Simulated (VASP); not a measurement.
Input of a VASP 6.6.1 run:

File INCAR:

```
SYSTEM = C
  PREC = Accurate
  ENCUT = 520
  EDIFF = 1E-6
  ISMEAR = -1
  SIGMA = 0.08
  LREAL = .False.
  LASPH = .True.
  NELM = 60
  ALGO = Normal
  ISIF = 2
  LWAVE = .False.
  LCHARG = .True.
  GGA = PE
  LELF = .True.
  LVHAR = .True.
  NBANDS = 11
```

KPOINTS

```
regular mesh
0
Gamma
  20 20 20
  0 0 0
```

POSCAR

```
C
1.0
    0.0000000000      1.7592970453      1.7592970453
    1.7592970453      0.0000000000      1.7592970453
    1.7592970453      1.7592970453      0.0000000000
C
2
Direct
    0.5000000000      0.5000000000      0.5000000000
    0.7500000000      0.7500000000      0.7500000000
```

Potentials or basis: VASP PAW PBE potentials, release 64 (C).

Command:

```console
$ cat potpaw_PBE.64/C/POTCAR > POTCAR
$ mpirun -np 1 vasp_std > vasp.out
```

**Question.** What does it give for the band gap on the k mesh?

**Answer.** 4.23 eV, indirect (least direct gap 5.70 eV).

**Question.** Predict the pressure.

**Answer.** 21.9 GPa.

 A k mesh can miss the band edges.
